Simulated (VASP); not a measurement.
# BAs (F-43m) in VASP: further runs

The runs below take BAs through relaxation of cell and atoms, single point, with PBEsol+D4, RPBE+D3(BJ).

Program: VASP 6.6.1. These are calculated values, not measurements. Logs are shortened: lines on timing, memory, paths and dates and some standing lists are left out, and cuts for length are marked.

## (1) The cell of the first run

It takes space group F-43m (No. 216, cubic). Conventional cell: a = 4.777 Å, b = 4.777 Å, c = 4.777 Å, α = 90.00°, β = 90.00°, γ = 90.00°. As (site symmetry -43m) has 4 B at 2.07 Å within 2.7 Å. Within 2.7 Å of B (site symmetry -43m) lie 4 As at 2.07 Å.

## (2) Relaxation of cell and atoms, PBEsol+D4

Input file INCAR:

```
ALGO = Normal
EDIFF = 1E-6
EDIFFG = -0.01
ENCUT = 600
GGA = PS
IBRION = 2
ISIF = 3
ISMEAR = -1
IVDW = 13
LASPH = T
LCHARG = F
LREAL = F
LWAVE = F
NELM = 80
NSW = 60
PREC = Accurate
SIGMA = 0.05
```

Input file KPOINTS:

```
k-points
0
Gamma
  10 10 10
```

Input file POSCAR:

```
BAs
1.0
    0.0000000000      2.3885000000      2.3885000000
    2.3885000000      0.0000000000      2.3885000000
    2.3885000000      2.3885000000      0.0000000000
As B
1 1
Direct
    0.7500000000      0.7500000000      0.7500000000
    0.0000000000      0.0000000000      0.0000000000
```

Potentials or basis: VASP PAW PBE potentials, release 64 (As, B).

Started as:

```
cat potpaw_PBE.64/As/POTCAR potpaw_PBE.64/B/POTCAR > POTCAR
mpirun -np 1 vasp_std > vasp.out
```

OUTCAR:

```text
EDIFF = 1E-6
   EDIFFG = -0.01
   ENCUT = 600
   GGA = PS
   IBRION = 2
   ISIF = 3
   ISMEAR = -1
   IVDW = 13
   LASPH = T
   LREAL = F
   NELM = 80
   NSW = 60
   PREC = Accurate

 ion  position               nearest neighbor table
   1  0.750  0.750  0.750-   2 2.07   2 2.07   2 2.07   2 2.07
   2  0.000  0.000  0.000-   1 2.07   1 2.07   1 2.07   1 2.07

  LATTYP: Found a face centered cubic cell.
 ALAT       =     4.7770000000

  Lattice vectors:

 A1 = (   0.0000000000,   2.3885000000,   2.3885000000)
 A2 = (   2.3885000000,   0.0000000000,   2.3885000000)
 A3 = (   2.3885000000,   2.3885000000,   0.0000000000)

Analysis of symmetry for initial positions (statically):
=====================================================================
 Subroutine PRICEL returns:
 Original cell was already a primitive cell.

 Routine SETGRP: Setting up the symmetry group for a
 face centered cubic supercell.

 Subroutine GETGRP returns: Found 24 space group operations
 (whereof 24 operations were pure point group operations)
 out of a pool of 48 trial point group operations.

The static configuration has the point symmetry T_d .

Analysis of symmetry for dynamics (positions and initial velocities):
=====================================================================
 Subroutine PRICEL returns:
 Original cell was already a primitive cell.

 Routine SETGRP: Setting up the symmetry group for a
 face centered cubic supercell.

 Subroutine GETGRP returns: Found 24 space group operations
 (whereof 24 operations were pure point group operations)
 out of a pool of 48 trial point group operations.

The dynamic configuration has the point symmetry T_d .

 Subroutine INISYM returns: Found 24 space group operations
 (whereof 24 operations are pure point group operations),
 and found     1 'primitive' translations

----------------------------------------------------------------------------------------

                                     Primitive cell

  volume of cell :      27.2525

  direct lattice vectors                    reciprocal lattice vectors
     0.000000000  2.388500000  2.388500000    -0.209336404  0.209336404  0.209336404
     2.388500000  0.000000000  2.388500000     0.209336404 -0.209336404  0.209336404
     2.388500000  2.388500000  0.000000000     0.209336404  0.209336404 -0.209336404

  length of vectors
     3.377849094  3.377849094  3.377849094     0.362581287  0.362581287  0.362581287

  position of ions in fractional coordinates (direct lattice)
     0.750000000  0.750000000  0.750000000
     0.000000000  0.000000000  0.000000000

  ion indices of the primitive-cell ions
   primitive index   ion index
                 1           1
                 2           2

----------------------------------------------------------------------------------------

 KPOINTS: k-points

Automatic generation of k-mesh.
 Grid dimensions read from file:
 generate k-points for:   10   10   10

 Generating k-lattice:

  Cartesian coordinates                     Fractional coordinates (reciprocal lattice)
    -0.020933640  0.020933640  0.020933640     0.100000000  0.000000000  0.000000000
     0.020933640 -0.020933640  0.020933640     0.000000000  0.100000000  0.000000000
     0.020933640  0.020933640 -0.020933640     0.000000000  0.000000000  0.100000000

  Length of vectors
     0.036258129  0.036258129  0.036258129

  Shift w.r.t. Gamma in fractional coordinates (k-lattice)
     0.000000000  0.000000000  0.000000000

 Subroutine IBZKPT returns following result:
 ===========================================

 Found     47 irreducible k-points:

 Following reciprocal coordinates:
            Coordinates               Weight
  0.000000  0.000000  0.000000      1.000000
  0.100000  0.000000  0.000000      8.000000
  0.200000  0.000000  0.000000      8.000000
  0.300000  0.000000  0.000000      8.000000
  0.400000  0.000000  0.000000      8.000000
  0.500000  0.000000  0.000000      4.000000
[... 16 lines left out ...]
  0.300000  0.300000  0.000000      6.000000
  0.400000  0.300000  0.000000     24.000000
 [... further k-points ...]
   k-points           NKPTS =     47   k-points in BZ     NKDIM =     47   number of bands    NBANDS=      8
   number of dos      NEDOS =    301   number of ions     NIONS =      2
   total plane-waves  NPLWV =  21952
   dimension x,y,z NGX =    28 NGY =   28 NGZ =   28
   dimension x,y,z NGXF=    56 NGYF=   56 NGZF=   56
   ions per type =               1   1
   NGX,Y,Z   is equivalent  to a cutoff of  13.78, 13.78, 13.78 a.u.
   NGXF,Y,Z  is equivalent  to a cutoff of  27.56, 27.56, 27.56 a.u.
 SYSTEM =  unknown system
   PREC   = accura    normal or accurate (medium, high low for compatibility)
   ISTART =      0    job   : 0-new  1-cont  2-samecut
   ICHARG =      2    charge: 1-file 2-atom 10-const
   ISPIN  =      1    spin polarized calculation?
   LNONCOLLINEAR =      F non collinear calculations
   LSORBIT =      F    spin-orbit coupling
   LASPH  =      T    aspherical Exc in radial PAW
   ENCUT  =  600.0 eV  44.10 Ry    6.64 a.u.   6.75  6.75  6.75*2*pi/ulx,y,z
   NELM   =     80;   NELMIN=  2; NELMDL= -5     # of ELM steps
   EDIFF  = 0.1E-05   stopping-criterion for ELM
   LREAL  =      F    real-space projection
   EDIFFG = -.1E-01   stopping-criterion for IOM
   NSW    =     60    number of steps for IOM
   IBRION =      2    ionic relax: 0-MD 1-quasi-New 2-CG
   NFREE  =      1    steps in history (QN), initial steepest desc. (CG)
   ISIF   =      3    stress and relaxation
   ISYM   =      2    0-nonsym 1-usesym 2-fastsym
   POTIM  = 0.5000    time-step for ionic-motion
   TEBEG  =    0.0;   TEEND  =   0.0 temperature during run
   PSTRESS=    0.0 pullay stress
   NELECT =       8.0000    total number of electrons
   NUPDOWN=      -1.0000    fix difference up-down
   EMIN   =  10.00;   EMAX   =-10.00  energy-range for DOS
   EFERMI =   0.00;   METHOD = LEGACY
   ISMEAR =    -1;   SIGMA  =   0.05  broadening in eV -4-tet -1-fermi 0-gaus
   EFERMI_NEDOS =   21; number of points for ismear=-14 and -15
   IALGO  =     38    algorithm
   IMIX   =      4    mixing-type and parameters
     AMIX     =   0.40;   BMIX     =  1.00
     AMIX_MAG =   1.60;   BMIX_MAG =  1.00
  volume/ion in A,a.u.               =      13.63        91.95
  Fermi-wavevector in a.u.,A,eV,Ry     =   1.088018  2.056057 16.106360  1.183784
  Thomas-Fermi vector in A             =   2.224191
   LORBIT       =      0    0 simple, 1 ext, 2 COOP (PROOUT), +10 PAW based schemes
   GGA     = PS    functional components
   LHFCALC =     F    Hartree Fock is set to
   AEXX    =    0.0000 exact exchange contribution
   IVDW    =    13    specifies the selected vdW correction
   LEPSILON=     F    determine dielectric tensor
   LRPA    =     F    only Hartree local field effects (RPA)
 conjugate gradient relaxation of ions
 non-spin polarized calculation
  energy-cutoff  :      600.00
  volume of cell :       27.25
 maximum number of plane-waves:       941
   NGX = 13   NGY = 13   NGZ = 13

--------------------------------------- Ionic step        1  -------------------------------------------

 number of electron       8.0000000 magnetization

 Free energy of the ion-electron system (eV)
  ---------------------------------------------------
  ext. energy  EPLUGINS =         0.00000000
  ---------------------------------------------------
  free energy    TOTEN  =       -12.20477751 eV

  energy without entropy =      -12.20477730  energy(sigma->0) =      -12.20477741

------------------------ aborting loop because EDIFF is reached ----------------------------------------

  DFT-D4 for vdW energy calculation

  Edisp (eV):   -0.42420

  FORCE on cell =-STRESS in cart. coord.  units (eV):
  Direction    XX          YY          ZZ          XY          YZ          ZX
  --------------------------------------------------------------------------------------
  -------------------------------------------------------------------------------------
  Total      -0.41504    -0.41504    -0.41504     0.00000     0.00000     0.00000
  in kB     -24.40013   -24.40013   -24.40013     0.00000     0.00000     0.00000
  external pressure =      -24.40 kB  Pullay stress =        0.00 kB
[... 61 lines left out ...]
  energy  without entropy=      -12.6305950253  energy(sigma->0) =      -12.63059517

--------------------------------------- Ionic step        3  -------------------------------------------

 number of electron       8.0000000 magnetization

 Free energy of the ion-electron system (eV)
  ---------------------------------------------------
  ext. energy  EPLUGINS =         0.00000000
  ---------------------------------------------------
  free energy    TOTEN  =       -12.20096821 eV

  energy without entropy =      -12.20096796  energy(sigma->0) =      -12.20096808

 E-fermi :   6.7484     XC(G=0): -10.8050

 val. band max:        6.2363606801   @ k =   0.0000   0.0000   0.0000
 cond. band min:       7.2951405273   @ k =   0.4000   0.4000   0.0000
 fundamental gap:      1.0587798472
 Fermi energy:         6.7484466056

 k-point     1 :       0.0000    0.0000    0.0000
  band No.  band energies     occupation
      1      -9.3603      2.00000
      2       6.2364      1.99993
      3       6.2364      1.99993
      4       6.2364      1.99993
      5       9.4981      0.00000
      6       9.4981      0.00000
      7       9.4981      0.00000
      8      11.1401      0.00000
[... 243 lines left out ...]
 k-point    24 :       0.4000    0.3000    0.0000
  band No.  band energies     occupation
      1      -6.6628      2.00000
      2      -0.2712      2.00000
      3       2.1541      2.00000
      4       2.6637      2.00000
      5       7.8341      0.00000
      6       9.5332      0.00000
      7      15.1635      0.00000
      8      15.3914      0.00000

 [... further k-points ...]

------------------------ aborting loop because EDIFF is reached ----------------------------------------

  DFT-D4 for vdW energy calculation

  Edisp (eV):   -0.43164

  FORCE on cell =-STRESS in cart. coord.  units (eV):
  Direction    XX          YY          ZZ          XY          YZ          ZX
  --------------------------------------------------------------------------------------
  -------------------------------------------------------------------------------------
  Total       0.00027     0.00027     0.00027    -0.00000    -0.00000     0.00000
  in kB       0.01593     0.01593     0.01593    -0.00000    -0.00000     0.00000
  external pressure =        0.02 kB  Pullay stress =        0.00 kB
[... 17 lines left out ...]
  FREE ENERGIE OF THE ION-ELECTRON SYSTEM (eV)
  ---------------------------------------------------
  free  energy   TOTEN  =       -12.6326081015 eV

  energy  without entropy=      -12.6326078463  energy(sigma->0) =      -12.63260797

 reached required accuracy - stopping structural energy minimisation
```

Wall time 22 s (1 thread of Intel Xeon Platinum 8375C at 2.90GHz (Ice Lake), shared host); peak memory 0.17 GiB.

Results:

```
Free energy                            : -12.6326 eV
Relaxed volume                         : 13.39 Å³/atom
Relaxed cell                           : a = 3.358 Å, b = 3.358 Å, c = 3.358 Å, α = 60.00°, β = 60.00°, γ = 60.00°
Space group after relaxing (to 0.05 Å) : F-43m (No. 216)
Energy gained by relaxing              : 1.8 meV/atom
Ionic steps                            : 3
Pressure after relaxing                : 0.0 GPa
Band gap on the k mesh                 : 1.06 eV, indirect (least direct gap 3.26 eV)
Dispersion energy per atom             : -0.216 eV
```

The path:
```tsv
step	energy change (eV)	largest force (eV/Å)	pressure (GPa)	volume (Å³)
1	0.0000	0.0000	-2.44	27.25
2	-0.0016	0.0000	1.92	26.44
3	-0.0036	0.0000	0.00	26.78
```

Final structure:
```yaml
crystal:
  lattice:
    - [0.00000, 2.37471, 2.37471]
    - [2.37471, 0.00000, 2.37471]
    - [2.37471, 2.37471, 0.00000]
  atoms:
    - { symbol: As, position: [0.75000, 0.75000, 0.75000] }
    - { symbol: B, position: [0.00000, 0.00000, 0.00000] }
```

Caveat: the PAW data sets were made with another functional, which shifts forces and pressure a little.

(Part 1 of 2 ends here.)
